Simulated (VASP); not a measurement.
Write the native input for VASP 6.6.1 that does the following.

```yaml
Task: single point
Functional: r2SCAN
Potentials_or_basis: VASP PAW PBE potentials, release 64 (Ca_sv)
Cutoff: 520 eV
k_mesh: 14 × 14 × 14
Occupations: gaussian, width 0.1 eV
Spin: no spin polarisation
Dipole_correction: no
Further_INCAR_settings: ALGO = Normal; EDIFF = 1e-06; NBANDS = 11
```

Crystal: Ca.

```
CELL_PARAMETERS angstrom
-2.34391 2.34391 2.34391
2.34391 -2.34391 2.34391
2.34391 2.34391 -2.34391
ATOMIC_POSITIONS crystal
Ca 0.00000 0.00000 0.00000
```

This cell differs from its parent crystal: functional r2SCAN, strained.

These files were run (other wordings do the same):

POSCAR

```
Ca
1.0
   -2.3439136000      2.3439136000      2.3439136000
    2.3439136000     -2.3439136000      2.3439136000
    2.3439136000      2.3439136000     -2.3439136000
Ca
1
Direct
    0.0000000000      0.0000000000      0.0000000000
```

INCAR.step1

```
PREC = Accurate ; ENCUT = 520
ISMEAR = 0 ; SIGMA = 0.1
LREAL = False ; LASPH = True
NELM = 60 ; NBANDS = 11
GGA = PE ; ALGO = Normal
EDIFF = 1E-4 ; LWAVE = True
LCHARG = False
```

INCAR.step2

```
PREC = Accurate ; ENCUT = 520
EDIFF = 1E-6 ; ISMEAR = 0
SIGMA = 0.1 ; LREAL = False
LASPH = True ; NELM = 60
ALGO = Normal ; ISIF = 2
LWAVE = False ; LCHARG = False
METAGGA = R2SCAN ; LMIXTAU = True
NBANDS = 11 ; ISTART = 1
```

KPOINTS

```
Automatic mesh
0
Gamma
  14 14 14
```

Potentials or basis: VASP PAW PBE potentials, release 64 (Ca_sv).

The run is started by

```console
$ cat potpaw_PBE.64/Ca_sv/POTCAR > POTCAR
$ cp INCAR.step1 INCAR
$ mpirun -np 1 vasp_std > vasp.out
$ cp INCAR.step2 INCAR
$ mpirun -np 1 vasp_std > vasp.out
```

It gave:

```yaml
Pressure: -2.3 GPa
Band_gap_on_the_k_mesh: zero (band 5 reaches 1.65 eV, above the bottom of band 6 at 1.05 eV)
```

Caveat: the cell differs from its parent crystal (functional r2SCAN, strained); the PAW data sets were made with another functional, which shifts forces and pressure a little.

Wall time 120 s on 1 thread of Intel(R) Xeon(R) Platinum 8559C (Emerald Rapids), with other jobs on the host, peak memory 0.2 GiB.
